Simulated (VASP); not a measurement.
Crystal: TePb.

```
CELL_PARAMETERS angstrom
0.00000 3.64149 3.64149
3.64149 0.00000 3.64149
3.64149 3.64149 0.00000
ATOMIC_POSITIONS crystal
Pb 0.00000 0.00000 0.00000
Te 0.25000 0.25000 0.25000
```

Base run:

```yaml
Program: VASP 6.6.1
Functional: r2SCAN
Potentials_or_basis: VASP PAW PBE potentials, release 64 (Pb_d, Te)
Cutoff: 520 eV
k_mesh: 4 × 4 × 4
Occupations: gaussian, width 0.01 eV
Spin: no spin polarisation
```

Its results: band gap on the k mesh 0.75 eV, indirect (least direct gap 1.37 eV); pressure -0.1 GPa.

Q: The run is repeated on the same cell with these changes: functional from r2SCAN to PBE. What comes out?

A: Band gap on the k mesh 0.59 eV, indirect (least direct gap 1.19 eV); pressure 0.5 GPa.

r2SCAN gives the wider gap, since meta-GGAs in the generalised Kohn-Sham scheme recover part of the derivative discontinuity.

Caveats: spin-orbit coupling is left out, which moves the levels of the heavy elements; the PAW data sets were made with another functional, which shifts forces and pressure a little (some runs).

A k mesh can miss the band edges.
